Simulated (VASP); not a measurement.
# CuO (Cc) in VASP: notebook

Runs on CuO. Level: r2SCAN. Tasks: single point.

All numbers are computed with VASP 6.6.1; they aren't measurements. Logs are shortened: lines on timing, memory, paths and dates and some standing lists are left out, and cuts for length are marked.

### Step 1. The cell of the first run

The structure is monoclinic, space group Cc (No. 9). Conventional cell: a = 4.693 Å, b = 3.428 Å, c = 5.137 Å, α = 90.00°, β = 99.55°, γ = 90.00°. Cu (site symmetry 1) has 4 O at 1.89 to 2.04 Å within 2.5 Å. O (site symmetry 1) has 4 Cu at 1.89 to 2.04 Å within 2.5 Å.

### Step 2. Single point, r2SCAN

File POSCAR:

```
CuO
1.0
    2.3463500000     -1.7141500000      0.0000000000
    2.3463500000      1.7141500000      0.0000000000
   -0.8519200000      0.0000000000      5.0658700000
Cu O
2 2
Direct
    0.0033000000      0.4967000000      0.0000000000
    0.4967000000      0.0033000000      0.5000000000
    0.5719000000      0.4073000000      0.2602000000
    0.4073000000      0.5719000000      0.7602000000
```

File INCAR.step1:

```
SYSTEM = CuO
PREC = Accurate
ENCUT = 770
ISMEAR = -1
SIGMA = 0.05
LREAL = .False.
LASPH = .True.
NELM = 120
NBANDS = 33
GGA = PE
ALGO = Normal
EDIFF = 1E-5
LWAVE = .True.
LCHARG = .False.
GGA_COMPAT = .False.
```

File INCAR.step2:

```
SYSTEM = CuO
PREC = Accurate
ENCUT = 770
EDIFF = 1E-6
ISMEAR = -1
SIGMA = 0.05
LREAL = .False.
LASPH = .True.
NELM = 120
ALGO = Normal
ISIF = 2
LWAVE = .False.
LCHARG = .False.
METAGGA = R2SCAN
LMIXTAU = .True.
NBANDS = 33
ISTART = 1
GGA_COMPAT = .False.
```

File KPOINTS:

```
Automatic mesh
0
Gamma
  7 7 4
  0 0 0
```

Potentials or basis: VASP PAW PBE potentials, release 64 (Cu_sv_GW, O).

The run is started by

```sh
cat potpaw_PBE.64/Cu_sv_GW/POTCAR potpaw_PBE.64/O/POTCAR > POTCAR
cp INCAR.step1 INCAR
mpirun -np 1 vasp_std > vasp.out
cp INCAR.step2 INCAR
mpirun -np 1 vasp_std > vasp.out
```

OUTCAR:

```text
SYSTEM = CuO
   PREC = Accurate
   ENCUT = 770
   EDIFF = 1E-6
   ISMEAR = -1
   LREAL = .False.
   LASPH = .True.
   NELM = 120
   ISIF = 2
   METAGGA = R2SCAN
   ISTART = 1

 ion  position               nearest neighbor table
   1  0.003  0.497  0.000-   4 1.89   3 1.96   4 1.96   3 2.04
   2  0.497  0.003  0.500-   3 1.89   4 1.96   3 1.96   4 2.04
   3  0.572  0.407  0.260-   2 1.89   1 1.96   2 1.96   1 2.04
   4  0.407  0.572  0.760-   1 1.89   2 1.96   1 1.96   2 2.04

  LATTYP: Found a base centered monoclinic cell.
 ALAT       =     4.6927000000
 B/A-ratio  =     0.7305602318
 C/A-ratio  =     1.0946797482
 COS(beta)  =    -0.1658398665

  Lattice vectors:

 A1 = (   2.3463500000,  -1.7141500000,   0.0000000000)
 A2 = (   2.3463500000,   1.7141500000,   0.0000000000)
 A3 = (  -0.8519200000,   0.0000000000,   5.0658700000)

Analysis of symmetry for initial positions (statically):
=====================================================================
 Subroutine PRICEL returns:
 Original cell was already a primitive cell.

 Routine SETGRP: Setting up the symmetry group for a
 base centered monoclinic supercell.

 Subroutine GETGRP returns: Found  2 space group operations
 (whereof  1 operations were pure point group operations)
 out of a pool of  4 trial point group operations.

The static configuration has the point symmetry C_1 .
 The point group associated with its full space group is C_1h.

Analysis of symmetry for dynamics (positions and initial velocities):
=====================================================================
 Subroutine PRICEL returns:
 Original cell was already a primitive cell.

 Routine SETGRP: Setting up the symmetry group for a
 base centered monoclinic supercell.

 Subroutine GETGRP returns: Found  2 space group operations
 (whereof  1 operations were pure point group operations)
 out of a pool of  4 trial point group operations.

The dynamic configuration has the point symmetry C_1 .
 The point group associated with its full space group is C_1h.

 Subroutine INISYM returns: Found  2 space group operations
 (whereof  1 operations are pure point group operations),
 and found     1 'primitive' translations

----------------------------------------------------------------------------------------

                                     Primitive cell

  volume of cell :      40.7498

  direct lattice vectors                    reciprocal lattice vectors
     2.346350000 -1.714150000  0.000000000     0.213096938 -0.291689759  0.035836203
     2.346350000  1.714150000  0.000000000     0.213096938  0.291689759  0.035836203
    -0.851920000  0.000000000  5.065870000     0.000000000  0.000000000  0.197399460

  length of vectors
     2.905799123  2.905799123  5.137003654     0.363011644  0.363011644  0.197399460

  position of ions in fractional coordinates (direct lattice)
     0.003300000  0.496700000  0.000000000
     0.496700000  0.003300000  0.500000000
     0.571900000  0.407300000  0.260200000
     0.407300000  0.571900000  0.760200000

  ion indices of the primitive-cell ions
   primitive index   ion index
                 1           1
                 2           2
                 3           3
                 4           4

----------------------------------------------------------------------------------------

 KPOINTS: Automatic mesh

Automatic generation of k-mesh.
 Grid dimensions read from file:
 generate k-points for:    7    7    4

 Generating k-lattice:

  Cartesian coordinates                     Fractional coordinates (reciprocal lattice)
     0.030442420 -0.041669966  0.005119458     0.142857143 -0.000000000  0.000000000
     0.030442420  0.041669966  0.005119458    -0.000000000  0.142857143  0.000000000
     0.000000000  0.000000000  0.049349865     0.000000000  0.000000000  0.250000000

  Length of vectors
     0.051858806  0.051858806  0.049349865

  Shift w.r.t. Gamma in fractional coordinates (k-lattice)
     0.000000000  0.000000000  0.000000000

 Subroutine IBZKPT returns following result:
 ===========================================

 Found     60 irreducible k-points:

 Following reciprocal coordinates:
            Coordinates               Weight
  0.000000  0.000000  0.000000      1.000000
  0.142857  0.000000  0.000000      4.000000
  0.285714  0.000000  0.000000      4.000000
  0.428571  0.000000  0.000000      4.000000
  0.142857  0.142857 -0.000000      2.000000
  0.285714  0.142857 -0.000000      4.000000
[... 16 lines left out ...]
 -0.142857 -0.000000  0.250000      4.000000
  0.142857  0.142857  0.250000      2.000000
 [... further k-points ...]
   k-points           NKPTS =     60   k-points in BZ     NKDIM =     60   number of bands    NBANDS=     33
   number of dos      NEDOS =    301   number of ions     NIONS =      4
   total plane-waves  NPLWV =  37632
   dimension x,y,z NGX =    28 NGY =   28 NGZ =   48
   dimension x,y,z NGXF=    56 NGYF=   56 NGZF=   96
   ions per type =               2   2
   NGX,Y,Z   is equivalent  to a cutoff of  16.02, 16.02, 15.53 a.u.
   NGXF,Y,Z  is equivalent  to a cutoff of  32.04, 32.04, 31.07 a.u.
 SYSTEM =  CuO
   PREC   = accura    normal or accurate (medium, high low for compatibility)
   ISTART =      1    job   : 0-new  1-cont  2-samecut
   ICHARG =      0    charge: 1-file 2-atom 10-const
   ISPIN  =      1    spin polarized calculation?
   LNONCOLLINEAR =      F non collinear calculations
   LSORBIT =      F    spin-orbit coupling
   LASPH  =      T    aspherical Exc in radial PAW
   ENCUT  =  770.0 eV  56.59 Ry    7.52 a.u.   6.57  6.57 11.62*2*pi/ulx,y,z
   NELM   =    120;   NELMIN=  2; NELMDL=  0     # of ELM steps
   EDIFF  = 0.1E-05   stopping-criterion for ELM
   LREAL  =      F    real-space projection
   EDIFFG = 0.1E-04   stopping-criterion for IOM
   NSW    =      0    number of steps for IOM
   IBRION =     -1    ionic relax: 0-MD 1-quasi-New 2-CG
   NFREE  =      0    steps in history (QN), initial steepest desc. (CG)
   ISIF   =      2    stress and relaxation
   ISYM   =      2    0-nonsym 1-usesym 2-fastsym
   POTIM  = 0.5000    time-step for ionic-motion
   TEBEG  =    0.0;   TEEND  =   0.0 temperature during run
   PSTRESS=    0.0 pullay stress
   NELECT =      50.0000    total number of electrons
   NUPDOWN=      -1.0000    fix difference up-down
   EMIN   =  10.00;   EMAX   =-10.00  energy-range for DOS
   EFERMI =   0.00;   METHOD = LEGACY
   ISMEAR =    -1;   SIGMA  =   0.05  broadening in eV -4-tet -1-fermi 0-gaus
   EFERMI_NEDOS =   21; number of points for ismear=-14 and -15
   IALGO  =     38    algorithm
   IMIX   =      4    mixing-type and parameters
     AMIX     =   0.40;   BMIX     =  1.00
     AMIX_MAG =   1.60;   BMIX_MAG =  1.00
  volume/ion in A,a.u.               =      10.19        68.75
  Fermi-wavevector in a.u.,A,eV,Ry     =   1.752627  3.311986 41.793057  3.071703
  Thomas-Fermi vector in A             =   2.822921
   LORBIT       =      0    0 simple, 1 ext, 2 COOP (PROOUT), +10 PAW based schemes
   METAGGA = R2SCAN    functional components
   LHFCALC =     F    Hartree Fock is set to
   AEXX    =    0.0000 exact exchange contribution
   IVDW    =     0    specifies the selected vdW correction
   LEPSILON=     F    determine dielectric tensor
   LRPA    =     F    only Hartree local field effects (RPA)
 non-spin polarized calculation
  energy-cutoff  :      770.00
  volume of cell :       40.75
 maximum number of plane-waves:      1999
   NGX = 13   NGY = 13   NGZ = 23

 number of electron      49.9999988 magnetization

 Free energy of the ion-electron system (eV)
  ---------------------------------------------------
  ext. energy  EPLUGINS =         0.00000000
  ---------------------------------------------------
  free energy    TOTEN  =       -36.54120911 eV

  energy without entropy =      -36.52329890  energy(sigma->0) =      -36.53225400

 E-fermi :   5.4895     XC(G=0): -12.9906

 val. band max:        5.4682662361   @ k =   0.4286   0.2857   0.5000
 cond. band min:       5.5024001887   @ k =   0.1429   0.0000   0.0000
 fundamental gap:      0.0341339526
 Fermi energy:         5.4894556798

 k-point     1 :       0.0000    0.0000    0.0000
  band No.  band energies     occupation
      1    -111.0281      2.00000
      2    -111.0273      2.00000
      3     -67.0106      2.00000
      4     -67.0096      2.00000
      5     -66.9928      2.00000
      6     -66.9837      2.00000
[... 25 lines left out ...]
     32      22.4685      0.00000
     33      22.8810      0.00000

 k-point     2 :       0.1429    0.0000    0.0000
  band No.  band energies     occupation
      1    -111.0278      2.00000
      2    -111.0273      2.00000
      3     -67.0124      2.00000
      4     -67.0101      2.00000
      5     -66.9923      2.00000
      6     -66.9839      2.00000
[... 25 lines left out ...]
     32      21.6716      0.00000
     33      22.8299      0.00000

 k-point     3 :       0.2857    0.0000    0.0000
  band No.  band energies     occupation
      1    -111.0273      2.00000
      2    -111.0269      2.00000
      3     -67.0175      2.00000
      4     -67.0102      2.00000
      5     -66.9909      2.00000
      6     -66.9848      2.00000
[... 25 lines left out ...]
     32      20.2020      0.00000
     33      22.2830      0.00000

 k-point     4 :       0.4286    0.0000    0.0000
  band No.  band energies     occupation
      1    -111.0269      2.00000
      2    -111.0268      2.00000
      3     -67.0217      2.00000
      4     -67.0104      2.00000
      5     -66.9890      2.00000
      6     -66.9862      2.00000
[... 25 lines left out ...]
     32      18.9708      0.00000
     33      22.1098      0.00000

 k-point     5 :       0.1429    0.1429   -0.0000
  band No.  band energies     occupation
      1    -111.0274      2.00000
      2    -111.0270      2.00000
      3     -67.0128      2.00000
      4     -67.0113      2.00000
      5     -66.9923      2.00000
      6     -66.9835      2.00000
[... 604 lines left out ...]
 k-point    22 :      -0.2857   -0.0000    0.2500
  band No.  band energies     occupation
      1    -111.0272      2.00000
      2    -111.0270      2.00000
      3     -67.0176      2.00000
      4     -67.0101      2.00000
      5     -66.9903      2.00000
      6     -66.9852      2.00000
[... 25 lines left out ...]
     32      20.8022      0.00000
     33      22.9388      0.00000

 k-point    23 :      -0.1429   -0.0000    0.2500
  band No.  band energies     occupation
      1    -111.0276      2.00000
      2    -111.0274      2.00000
      3     -67.0124      2.00000
      4     -67.0100      2.00000
      5     -66.9915      2.00000
      6     -66.9848      2.00000
[... 25 lines left out ...]
     32      21.0993      0.00000
     33      23.2115      0.00000

 k-point    24 :       0.1429    0.1429    0.2500
  band No.  band energies     occupation
      1    -111.0275      2.00000
      2    -111.0270      2.00000
      3     -67.0132      2.00000
      4     -67.0112      2.00000
      5     -66.9901      2.00000
      6     -66.9853      2.00000
[... 25 lines left out ...]
     32      21.2585      0.00000
     33      22.1419      0.00000

 [... further k-points ...]
[... 5 lines left out ...]
  --------------------------------------------------------------------------------------
  -------------------------------------------------------------------------------------
  Total       -0.8396386     -0.4747490     -1.1513889      0.0000000      0.0000000     -0.4347691
  in kB      -33.0124186    -18.6659037    -45.2696331      0.0000000      0.0000000    -17.0939955
  external PRESSURE =     -32.3159851 kB  Pullay stress =       0.0000000 kB

 VOLUME and BASIS-vectors are now :
 -----------------------------------------------------------------------------
  energy-cutoff  :      770.00
  volume of cell :       40.75
      direct lattice vectors                 reciprocal lattice vectors
     2.346350000 -1.714150000  0.000000000     0.213096938 -0.291689759  0.035836203
     2.346350000  1.714150000  0.000000000     0.213096938  0.291689759  0.035836203
    -0.851920000  0.000000000  5.065870000     0.000000000  0.000000000  0.197399460

 POSITION                                       TOTAL-FORCE (eV/Angst)
 -----------------------------------------------------------------------------------
      1.17318      0.84576      0.00000        -0.663232      0.305347      0.608572
      0.74722     -0.84576      2.53294        -0.663232     -0.305347      0.608572
      2.07588     -0.28215      1.31814         0.663232      0.402572     -0.608572
      1.64992      0.28215      3.85107         0.663232     -0.402572     -0.608572
 -----------------------------------------------------------------------------------
    total drift:                               -0.004047      0.000000     -0.011909

  FREE ENERGIE OF THE ION-ELECTRON SYSTEM (eV)
  ---------------------------------------------------
  free  energy   TOTEN  =       -36.5412091098 eV

  energy  without entropy=      -36.5232988988  energy(sigma->0) =      -36.53225400
```

Run time: 4.8 min. Hardware: 1 thread of Intel Xeon 6975P-C (Granite Rapids), shared host; peak memory 0.29 GiB.

Results:

* Free energy: -36.5412 eV
* Pressure: -3.2 GPa
* Largest force: 0.986 eV/Å
* Band gap on the k mesh: zero (bands 25 and 26 overlap by 0.66 eV)

Forces on the atoms (eV/Å):
```
Cu  -0.663  0.305  0.609
Cu  -0.663 -0.305  0.609
O    0.663  0.403 -0.609
O    0.663 -0.403 -0.609
```

Stress tensor (GPa, compression positive):
```
-3.30  0.00 -1.71
 0.00 -1.87  0.00
-1.71  0.00 -4.53
```

Caveat: the cell stands under tension; the PAW data sets were made with another functional, which shifts forces and pressure a little; semilocal functionals often make such compounds metallic where correlation or magnetic order opens a gap, which also shifts bond lengths. With open d or f shells a metallic result of r2SCAN can be an artefact of self-interaction; +U or a hybrid may open a gap.

### Step 3. Single point, r2SCAN, collinear spin

POSCAR is that of step 2.

File INCAR.step1:

```
PREC = Accurate
ENCUT = 520
ISMEAR = -1
SIGMA = 0.05
LREAL = False
LASPH = True
NELM = 150
ISPIN = 2
MAGMOM = 0.65 0.65 0 0
LMAXMIX = 4
NBANDS = 29
GGA = PE
ALGO = Normal
EDIFF = 1E-4
LWAVE = True
LCHARG = False
```

File INCAR.step2:

```
PREC = Accurate
ENCUT = 520
EDIFF = 1E-6
ISMEAR = -1
SIGMA = 0.05
LREAL = False
LASPH = True
NELM = 150
ALGO = Normal
ISIF = 2
LWAVE = False
LCHARG = False
ISPIN = 2
MAGMOM = 0.65 0.65 0 0
LORBIT = 11
LMAXMIX = 4
METAGGA = R2SCAN
LMIXTAU = True
NBANDS = 29
ISTART = 1
```

File KPOINTS:

```
Automatic mesh
0
Gamma
  7 7 4
```

Potentials or basis: VASP PAW PBE potentials, release 64 (Cu, O).

The run is started by

```sh
cat potpaw_PBE.64/Cu/POTCAR potpaw_PBE.64/O/POTCAR > POTCAR
cp INCAR.step1 INCAR
mpirun -np 1 vasp_std > vasp.out
cp INCAR.step2 INCAR
mpirun -np 1 vasp_std > vasp.out
```

Wall time 16 min (1 thread of Oxide Virtual Turin-like, shared host); peak memory 0.22 GiB.

The run converged. Its results:

| Item | Value |
| --- | --- |
| Free energy | -36.3053 eV |
| Pressure | -0.3 GPa |
| Largest force | 0.992 eV/Å |
| Band gap on the k mesh | zero (filled and empty bands overlap) |
| Net moment | 0.00 μB per cell |
| Valence electrons inside the program's atomic spheres | Cu 9.93; O 4.99 |

Forces on the atoms (eV/Å):
```
Cu  -0.680  0.294  0.622
Cu  -0.680 -0.294  0.622
O    0.680  0.369 -0.622
O    0.680 -0.369 -0.622
```

Stress tensor (GPa, compression positive):
```
-0.18  0.00 -1.97
 0.00  0.60  0.00
-1.97  0.00 -1.33
```

Levels at points of the mesh, in eV from the Fermi level:
Spin up:
```csv
k point,band 14,band 15,band 16,band 17,band 18,band 19,band 20,band 21
"(0.00, 0.00, 0.00)",-2.41,-2.29,-1.85,0.20,0.95,2.03,6.57,8.68
"(0.00, 0.00, 0.50)",-2.40,-1.63,-1.63,0.26,0.26,4.30,4.30,12.30
```
Spin down:
| k point | band 14 | band 15 | band 16 | band 17 | band 18 | band 19 | band 20 | band 21 |
| --- | --- | --- | --- | --- | --- | --- | --- | --- |
| (0.00, 0.00, 0.00) | -2.41 | -2.29 | -1.85 | 0.20 | 0.95 | 2.03 | 6.57 | 8.68 |
| (0.00, 0.00, 0.50) | -2.40 | -1.63 | -1.63 | 0.26 | 0.26 | 4.30 | 4.30 | 12.30 |

Caveat: the PAW data sets were made with another functional, which shifts forces and pressure a little; semilocal functionals often make such compounds metallic where correlation or magnetic order opens a gap, which also shifts bond lengths. With open d or f shells a metallic result of r2SCAN can be an artefact of self-interaction; +U or a hybrid may open a gap.
